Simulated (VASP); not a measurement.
Ni, 8 atoms in the cell. The cell holds a slab with vacuum, 8 atoms: a = 2.449 Å, b = 2.449 Å, c = 27.121 Å, α = 90.00°, β = 90.00°, γ = 90.00°. 

| Property | Result |
| --- | --- |
| Program | VASP 6.6.1 |
| Task | single point |
| Functional | PBEsol |
| Potentials or basis | VASP PAW PBE potentials, release 64 (Ni) |
| Cutoff | 520 eV |
| k mesh | 14 × 14 × 1 |
| Occupations | gaussian, width 0.1 eV |
| Spin | collinear spin, ferromagnetic start |
| Starting moments | [0.73, 0.73, 0.73, 0.73, 0.73, 0.73, 0.73, 0.73] μB |
| Dipole correction | yes |
| Further INCAR settings | ALGO = Normal; EDIFF = 1e-06; NBANDS = 54 |

Potentials or basis: VASP PAW PBE potentials, release 64 (Ni).

The run is started by

```bash
$ cat potpaw_PBE.64/Ni/POTCAR > POTCAR
$ mpirun -np 1 vasp_std > vasp.out
```

Hardware: 1 thread of Oxide Virtual Turin-like Processor, with other jobs on the host.

**Question.** Estimate the wall time of this run.

**Answer.** Wall time 20 min on 1 thread of Oxide Virtual Turin-like Processor (shared host), peak memory 0.54 GiB. Counts: scf iterations 47, k points 36.
